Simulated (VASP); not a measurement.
# Cu25W (a cell with a defect) in VASP: single point with PBE

Aim: the single point of Cu25W (a cell with a defect) with PBE.

Everything below comes from runs of VASP 6.6.1. Logs are shortened: lines on timing, memory, paths and dates and some standing lists are left out, and cuts for length are marked.

### 1 The cell of the first run

The cell holds a defect, 26 atoms: a = 7.700 Å, b = 7.700 Å, c = 7.700 Å, α = 60.00°, β = 60.00°, γ = 60.00°.

### 2 Single point, PBE

Contents of INCAR:

```
PREC = Accurate ; ENCUT = 520
EDIFF = 1E-6 ; ISMEAR = 1
SIGMA = 0.1 ; LREAL = Auto
LASPH = T ; NELM = 100
ALGO = Fast ; ISIF = 2
LWAVE = F ; LCHARG = F
GGA = PE ; NBANDS = 164
```

Contents of KPOINTS:

```
Automatic mesh
0
Gamma
  4 4 4
```

Contents of POSCAR:

```
Cu25W
1.0
    0.0000000000      5.4445723423      5.4445723423
    5.4445723423      0.0000000000      5.4445723423
    5.4445723423      5.4445723423      0.0000000000
W Cu
1 25
Direct
    0.0000000000      0.0000000000      0.3207554639
    0.0000000000      0.0000000000      0.6677746610
    0.0023103725      0.3362582186     -0.0052464286
   -0.0008481589      0.3327675291      0.3347940689
    0.0000696974      0.3292937457      0.6715178514
   -0.0000696974      0.6707062543      0.0008812946
   -0.0023103725      0.6637417814      0.3333221624
    0.0008481589      0.6672324709      0.6667134392
    0.3362582186      0.0023103725     -0.0052464286
    0.3327675291     -0.0008481589      0.3347940689
    0.3292937457      0.0000696974      0.6715178514
    0.3355773678      0.3355773678      0.0000399409
    0.3319973716      0.3319973716      0.3350812298
    0.3335513683      0.3335513683      0.6656112951
    0.3275160233      0.6724839767      0.0014581929
    0.3352070508      0.6647929492      0.3319789941
    0.3337257457      0.6662742543      0.6684567891
    0.6707062543     -0.0000696974      0.0008812946
    0.6637417814     -0.0023103725      0.3333221624
    0.6672324709      0.0008481589      0.6667134392
    0.6724839767      0.3275160233      0.0014581929
    0.6647929492      0.3352070508      0.3319789941
    0.6662742543      0.3337257457      0.6684567891
    0.6680026284      0.6680026284     -0.0009240271
    0.6664486317      0.6664486317      0.3327140316
    0.6644226322      0.6644226322      0.6711946766
```

Potentials or basis: VASP PAW PBE potentials, release 64 (W_sv, Cu).

Run with:

```
> cat potpaw_PBE.64/W_sv/POTCAR potpaw_PBE.64/Cu/POTCAR > POTCAR
> mpirun -np 1 vasp_std > vasp.out
```

OUTCAR:

```text
PREC = Accurate
   ENCUT = 520
   EDIFF = 1E-6
   ISMEAR = 1
   LREAL = Auto
   LASPH = T
   NELM = 100
   ISIF = 2
   GGA = PE

 ion  position               nearest neighbor table
   1  0.000  0.000  0.321-   3 2.55   9 2.55   7 2.55  19 2.55  16 2.58  22 2.58  10 2.61   4 2.61
                            20 2.61   8 2.61   2 2.67
   2  0.000  0.000  0.668-   5 2.55  11 2.55   6 2.55  18 2.55   8 2.56  20 2.56  10 2.56   4 2.56
                            17 2.57  23 2.57   1 2.67
   3  0.002  0.336  0.995-   5 2.52   8 2.54  14 2.54  21 2.55   1 2.55  24 2.56   9 2.57  12 2.58
                             6 2.59   4 2.59  22 2.60
   4  0.999  0.333  0.335-   7 2.54  13 2.56   2 2.56  25 2.57  23 2.57  10 2.57  22 2.58   5 2.58
                            12 2.58   6 2.59   3 2.59   1 2.61
   5  0.000  0.329  0.672-   3 2.52  21 2.53  11 2.53   2 2.55  14 2.56  23 2.57  13 2.57  26 2.58
                             4 2.58   8 2.59   7 2.59
   6  1.000  0.671  0.001-   7 2.52  15 2.53  18 2.53   2 2.55  25 2.56  17 2.57  24 2.57  12 2.58
                             8 2.58   4 2.59   3 2.59
   7  0.998  0.664  0.333-   6 2.52   4 2.54  25 2.54  15 2.55   1 2.55  13 2.56  19 2.57  26 2.58
                             5 2.59   8 2.59  16 2.60
   8  0.001  0.667  0.667-   3 2.54  24 2.56   2 2.56  14 2.57  17 2.57  20 2.57  16 2.58   6 2.58
                            26 2.58   5 2.59   7 2.59   1 2.61
   9  0.336  0.002  0.995-  11 2.52  20 2.54  14 2.54  15 2.55   1 2.55  24 2.56   3 2.57  12 2.58
[... 21 lines left out ...]
  20  0.667  0.001  0.667-   9 2.54  24 2.56   2 2.56  14 2.57  23 2.57   8 2.57  22 2.58  18 2.58
                            26 2.58  11 2.59  19 2.59   1 2.61
  21  0.672  0.328  0.001-  18 2.53   5 2.53  22 2.55  19 2.55   3 2.55  23 2.56  26 2.57  12 2.57
                            24 2.60  13 2.60  15 2.66
  22  0.665  0.335  0.332-  16 2.54  21 2.55  25 2.56  14 2.56  13 2.56  24 2.56   4 2.58  20 2.58
                             1 2.58  23 2.59   3 2.60  19 2.60
  23  0.666  0.334  0.668-  12 2.55  26 2.55  17 2.56  21 2.56   5 2.57  18 2.57  20 2.57   4 2.57
                             2 2.57  14 2.57  25 2.57  22 2.59
  24  0.668  0.668  0.999-  26 2.55  25 2.56   8 2.56  20 2.56  16 2.56  22 2.56   9 2.56   3 2.56
                             6 2.57  18 2.57  21 2.60  15 2.60
  25  0.666  0.666  0.333-   7 2.54  19 2.54  24 2.56  22 2.56  16 2.56  18 2.56   6 2.56  10 2.57
                             4 2.57  23 2.57  17 2.57  26 2.59
  26  0.664  0.664  0.671-  17 2.55  23 2.55  24 2.55  15 2.57  21 2.57  11 2.58   5 2.58  19 2.58
                             7 2.58  20 2.58   8 2.58  25 2.59

  LATTYP: Found a face centered cubic cell.
 ALAT       =    10.8891446846

  Lattice vectors:

 A1 = (   0.0000000000,   5.4445723423,   5.4445723423)
 A2 = (   5.4445723423,   0.0000000000,   5.4445723423)
 A3 = (   5.4445723423,   5.4445723423,   0.0000000000)
[... 180 lines left out ...]
   NUPDOWN=      -1.0000    fix difference up-down
   EMIN   =  10.00;   EMAX   =-10.00  energy-range for DOS
   EFERMI =   0.00;   METHOD = LEGACY
   ISMEAR =     1;   SIGMA  =   0.10  broadening in eV -4-tet -1-fermi 0-gaus
   EFERMI_NEDOS =   21; number of points for ismear=-14 and -15
   IALGO  =     68    algorithm
   IMIX   =      4    mixing-type and parameters
     AMIX     =   0.40;   BMIX     =  1.00
     AMIX_MAG =   1.60;   BMIX_MAG =  1.00
  volume/ion in A,a.u.               =      12.42        83.78
  Fermi-wavevector in a.u.,A,eV,Ry     =   1.577855  2.981713 33.873411  2.489625
  Thomas-Fermi vector in A             =   2.678474
   LORBIT       =      0    0 simple, 1 ext, 2 COOP (PROOUT), +10 PAW based schemes
   GGA     = PE    functional components
   LHFCALC =     F    Hartree Fock is set to
   AEXX    =    0.0000 exact exchange contribution
   IVDW    =     0    specifies the selected vdW correction
   LEPSILON=     F    determine dielectric tensor
   LRPA    =     F    only Hartree local field effects (RPA)
 non-spin polarized calculation
 RMM-DIIS sequential band-by-band and
 Methfessel and Paxton  Order N= 1 SIGMA  =   0.10
  energy-cutoff  :      520.00
  volume of cell :      322.79
 maximum number of plane-waves:      8728
 NGX is ok and might be reduce to    60
   NGX = 29   NGY = 29   NGZ = 29

 number of electron     288.9999994 magnetization

 Free energy of the ion-electron system (eV)
  ---------------------------------------------------
  ext. energy  EPLUGINS =         0.00000000
  ---------------------------------------------------
  free energy    TOTEN  =      -102.51290103 eV

  energy without entropy =     -102.50892528  energy(sigma->0) =     -102.51157578

 E-fermi :   7.3646     XC(G=0): -12.5303

 val. band max:        7.3564191050   @ k =   0.0000  -0.2500   0.2500
 cond. band min:       7.3653001190   @ k =   0.2500   0.2500   0.0000
 fundamental gap:      0.0088810141
 Fermi energy:         7.3645819252

 k-point     1 :       0.0000    0.0000    0.0000
  band No.  band energies     occupation
      1     -66.8594      2.00000
      2     -31.1007      2.00000
      3     -31.0764      2.00000
      4     -31.0191      2.00000
      5      -1.8365      2.00000
      6       1.2891      2.00000
[... 2851 lines left out ...]
    155       9.6388      0.00000
    156       9.7027      0.00000
 [bands above 156 left out]

------------------------ aborting loop because EDIFF is reached ----------------------------------------

  FORCE on cell =-STRESS in cart. coord.  units (eV):
  Direction    XX          YY          ZZ          XY          YZ          ZX
  --------------------------------------------------------------------------------------
  -------------------------------------------------------------------------------------
  Total        1.4480512      1.4480512      3.0483610     -0.8892011      0.0000000      0.0000000
  in kB        7.1874226      7.1874226     15.1305831     -4.4135621      0.0000000      0.0000000
  external PRESSURE =       9.8351427 kB  Pullay stress =       0.0000000 kB

 VOLUME and BASIS-vectors are now :
 -----------------------------------------------------------------------------
  energy-cutoff  :      520.00
  volume of cell :      322.79
      direct lattice vectors                 reciprocal lattice vectors
     0.000000000  5.444572342  5.444572342    -0.091834577  0.091834577  0.091834577
     5.444572342  0.000000000  5.444572342     0.091834577 -0.091834577  0.091834577
     5.444572342  5.444572342  0.000000000     0.091834577  0.091834577 -0.091834577

 POSITION                                       TOTAL-FORCE (eV/Angst)
 -----------------------------------------------------------------------------------
      1.74638      1.74638      0.00000        -0.011694     -0.011694      0.000000
      3.63575      3.63575      0.00000         0.007861      0.007861      0.000000
      7.24679      5.42859      1.84336        -0.000589     -0.010289      0.012615
      3.63459      7.26277      7.25173         0.008541      0.001760      0.011615
      5.44899      3.65651      1.79324         0.002757      0.000924     -0.001850
      3.65651      5.44899      9.09590         0.000924      0.002757      0.001850
[... 18 lines left out ...]
      5.44001      5.44001      7.25706         0.001736      0.001736     -0.004432
      7.27187      7.27187      7.23499        -0.006693     -0.006693      0.005744
 -----------------------------------------------------------------------------------
    total drift:                                0.002796      0.002796     -0.000015

  FREE ENERGIE OF THE ION-ELECTRON SYSTEM (eV)
  ---------------------------------------------------
  free  energy   TOTEN  =      -102.5129010262 eV

  energy  without entropy=     -102.5089252816  energy(sigma->0) =     -102.51157578
```

Wall time 1.8 h (1 thread of Oxide Virtual Turin-like, shared host); peak memory 0.84 GiB.

Results:

| Property | Result |
| --- | --- |
| Free energy | -102.5129 eV |
| Pressure | 1.0 GPa |
| Largest force | 0.017 eV/Å |
| Band gap on the k mesh | zero (an odd number of electrons rules out a gap without spin polarisation) |

Forces on the atoms (eV/Å):
```
W   -0.012 -0.012  0.000
Cu   0.008  0.008  0.000
Cu  -0.001 -0.010  0.013
Cu   0.009  0.002  0.012
Cu   0.003  0.001 -0.002
Cu   0.001  0.003  0.002
Cu  -0.010 -0.001 -0.013
Cu   0.002  0.009 -0.012
Cu  -0.010 -0.001  0.013
Cu   0.002  0.009  0.012
Cu   0.001  0.003 -0.002
Cu  -0.007 -0.007 -0.006
Cu   0.005  0.005 -0.002
Cu   0.002  0.002  0.004
Cu  -0.005  0.006  0.000
Cu  -0.003  0.010  0.000
Cu  -0.004 -0.007  0.000
Cu   0.003  0.001  0.002
Cu  -0.001 -0.010 -0.013
Cu   0.009  0.002 -0.012
Cu   0.006 -0.005  0.000
Cu   0.010 -0.003  0.000
Cu  -0.007 -0.004  0.000
Cu   0.005  0.005  0.002
Cu   0.002  0.002 -0.004
Cu  -0.007 -0.007  0.006
```

Caveat: spin-orbit coupling is left out, which moves the levels of the heavy elements.
